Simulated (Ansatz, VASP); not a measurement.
## Ir in VASP and in Ansatz

The input INCAR:

```
SYSTEM = Ir
PREC = Accurate
ENCUT = 500
EDIFF = 1E-7
ISMEAR = 1
SIGMA = 0.0283
LREAL = .False.
LASPH = .True.
NELM = 120
ALGO = Normal
ISIF = 3
LWAVE = .False.
LCHARG = .False.
GGA = PE
IBRION = 2
NSW = 60
EDIFFG = -0.01
GGA_COMPAT = .False.
NELMIN = 4
```

KPOINTS

```
regular mesh
0
Gamma
  8 8 8
  0 0 0
```

File POSCAR:

```
Ir
1.0
    0.0000000000      1.9379170000      1.9379170000
    1.9379170000      0.0000000000      1.9379170000
    1.9379170000      1.9379170000      0.0000000000
Ir
1
Direct
    0.0000000000      0.0000000000      0.0000000000
```

Input for Ansatz:

```yaml
crystal:
  lattice:
    - [0.0, 1.937917, 1.937917]
    - [1.937917, 0.0, 1.937917]
    - [1.937917, 1.937917, 0.0]
  atoms:
    - { symbol: Ir, position: [0.0, 0.0, 0.0] }
  symmetry: { tolerance: 0.0003 }
kpoints:
  mp_grid: { grid: [8, 8, 8], shift: [0, 0, 0] }
magnetization:
  spin_polarized: false
scf:
  occupations: { method: methfessel_paxton, width: 0.0283 }
hamiltonian:
  pseudopotentials: { kind: paw }
  xc: pbe
basis:
  ecutwfc: 420
output:
  forces: true
  stress: true
  eigenvalues: true
  write_density: true
  write_potential: true
  elf: true
  volumetric_format: npy
relax:
  max_steps: 40
  cell: {}
accuracy: medium
```

Alike in both runs: task relaxation of cell and atoms; functional PBE; k mesh 8 × 8 × 8; occupations methfessel-paxton of order 1, width 0.0283 eV; no spin polarisation.

|  | VASP | Ansatz |
| --- | --- | --- |
| version | VASP 6.6.1 | Ansatz 0.2.0 |
| potentials or method | VASP PAW PBE potentials, release 64 (Ir), cutoff 500 eV | PAW plane waves |
| valence electrons in the cell | 9 | 17 |

|  | VASP | Ansatz | Ansatz less VASP |
| --- | --- | --- | --- |
| gap on the k mesh at the Fermi level, each at its own relaxed structure (eV) | none | none | - |
| relaxed volume (Å³/atom) | 14.57 | 14.55 | -0.018 |
| relaxed cell length with the largest relative difference (Å) | 2.741 | 2.740 | -0.0011 |

A gap of «none» marks a metal or a gap that the smearing closes. VASP's potentials hold 9 valence electrons a cell and Ansatz's 17, so a difference there can come from the potentials and not from the codes.

Neither program's run includes spin-orbit coupling.
